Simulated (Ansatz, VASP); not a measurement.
## Cd3In3O2 in VASP and in Ansatz

```
Cd In O
1.0
     3.13470    0.00000    0.00000
     0.00000    3.13470    0.00000
     0.00000    0.00000   16.45083
Cd In O
3 3 2
Direct
  0.00000 0.00000 0.35229
  0.00000 0.00000 0.64771
  0.00000 0.00000 0.00000
  0.50000 0.50000 0.20116
  0.50000 0.50000 0.79884
  0.50000 0.50000 0.50000
  0.00000 0.00000 0.15435
  0.00000 0.00000 0.84565
```

Alike in both runs: functional PBE; k mesh 5 × 5 × 2; occupations gaussian, width 0.2 eV; no spin polarisation.

Ansatz relaxed the structure, and its values are those at the end. VASP's run is a single point on that final structure, the one shown.

|  | VASP | Ansatz |
| --- | --- | --- |
| version | VASP 6.6.1 | Ansatz 0.2.0 |
| potentials or method | VASP PAW PBE potentials, release 64 (Cd, In_d, O), cutoff 520 eV | scalar-relativistic, plane waves, PAW |
| valence electrons in the cell | 87 | 111 |

Ansatz gave:

| Property | Result |
| --- | --- |
| gap on the k mesh at the Fermi level (eV) | none |
| pressure (GPa) | 0.2 |
| rms of the force components (eV/Å) | 0.016 |

Problem. Which values does VASP return?

Solution. gap on the k mesh at the Fermi level (eV): none; pressure (GPa): 0.4; rms of the force components (eV/Å): 0.015.

A gap of «none» marks a metal or a gap that the smearing closes. With one functional, cell and mesh, what is left measures potentials, basis and numerics. VASP's potentials hold 87 valence electrons a cell and Ansatz's 111, so a difference there can come from the potentials and not from the codes.

The k mesh is coarse, so the values compare programs but aren't converged.
